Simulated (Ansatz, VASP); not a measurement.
SrTiO3 in VASP and in Ansatz

```
Sr Ti O
1.0
     3.89112    0.00000    0.00000
     0.00000    3.89112    0.00000
     0.00000    0.00000    3.89112
Sr Ti O
1 1 3
Direct
  0.50000 0.50000 0.50000
  0.00000 0.00000 0.00000
  0.50000 0.00000 0.00000
  0.00000 0.50000 0.00000
  0.00000 0.00000 0.50000
```

Alike in both runs: functional PBEsol; k mesh 8 × 8 × 8; occupations gaussian, width 0.02 eV; no spin polarisation.

Ansatz relaxed the structure, and its values are those at the end. VASP's run is a single point on that final structure, the one shown.

|  | VASP | Ansatz |
| --- | --- | --- |
| version | VASP 6.6.1 | Ansatz 0.2.0 |
| potentials or method | VASP PAW PBE potentials, release 64 (Sr_sv, Ti_sv, O), cutoff 520 eV | scalar-relativistic, plane waves, PAW |
| valence electrons in the cell | 40 | 40 |

```tsv
	VASP	Ansatz	Ansatz less VASP
gap on the k mesh at the Fermi level (eV)	1.82	1.85	+0.032
least direct gap on the mesh (eV)	2.17	2.19	+0.021
pressure (GPa)	0.7	0.0	-0.67
```

VASP's potentials were made for PBE, not for PBEsol.
